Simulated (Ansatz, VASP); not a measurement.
## Y: VASP beside Ansatz

```
CELL_PARAMETERS angstrom
0.00000 2.48500 2.29862
2.48500 0.00000 2.29862
2.48500 2.48500 0.00000
ATOMIC_POSITIONS crystal
Y 0.00000 0.00000 0.00000
```

Change from the starting cell: strain -0.0750 x Voigt [0, 0, 1, 0, 0, 0], atoms carried along.

Alike in both runs: task single point; functional r2SCAN; k mesh 16 × 16 × 16; occupations gaussian, width 0.15 eV; no spin polarisation.

```csv
,VASP,Ansatz
version,VASP 6.6.1,Ansatz 0.2.0
potentials or method,"VASP PAW PBE potentials, release 64 (Y_sv), cutoff 520 eV","scalar-relativistic, plane waves, PAW"
valence electrons in the cell,11,11
```

|  | VASP | Ansatz | Ansatz less VASP |
| --- | --- | --- | --- |
| gap on the k mesh at the Fermi level (eV) | none | none | - |
| pressure (GPa) | 7.6 | 7.5 | -0.12 |
| traceless stress, the component that is largest in VASP (GPa) | 0.87 | 0.87 | +0.007 |

VASP's potentials were made for PBE, not for r2SCAN. A gap of «none» marks a metal or a gap that the smearing closes.
